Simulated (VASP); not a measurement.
Input of a VASP 6.6.1 run:

Contents of INCAR:

```
  ALGO = Normal
  EDIFF = 1E-6
  ENCUT = 520
  GGA = PE
  ISIF = 2
  ISMEAR = -1
  LASPH = T
  LCHARG = F
  LREAL = F
  LWAVE = F
  NBANDS = 12
  NELM = 80
  PREC = Accurate
  SIGMA = 0.1
```

File KPOINTS:

```
k-points
0
Gamma
  12 12 12
```

Contents of POSCAR:

```
Hg
1.0
    0.0000000000      2.6170481043      2.6170481043
    2.6170481043      0.0000000000      2.6170481043
    2.6170481043      2.6170481043      0.0000000000
Hg
1
Direct
    0.0000000000      0.0000000000      0.0000000000
```

Potentials or basis: VASP PAW PBE potentials, release 64 (Hg).

Command:

```console
$ cat potpaw_PBE.64/Hg/POTCAR > POTCAR
$ mpirun -np 1 vasp_std > vasp.out
```

Problem. Predict the band gap on the k mesh.

Solution. 0.82 eV (least direct gap 1.77 eV).

Problem. What does it give for the pressure?

Solution. -0.5 GPa.

Caveat: spin-orbit coupling is left out, which moves the levels of the heavy elements. A k mesh can miss the band edges.
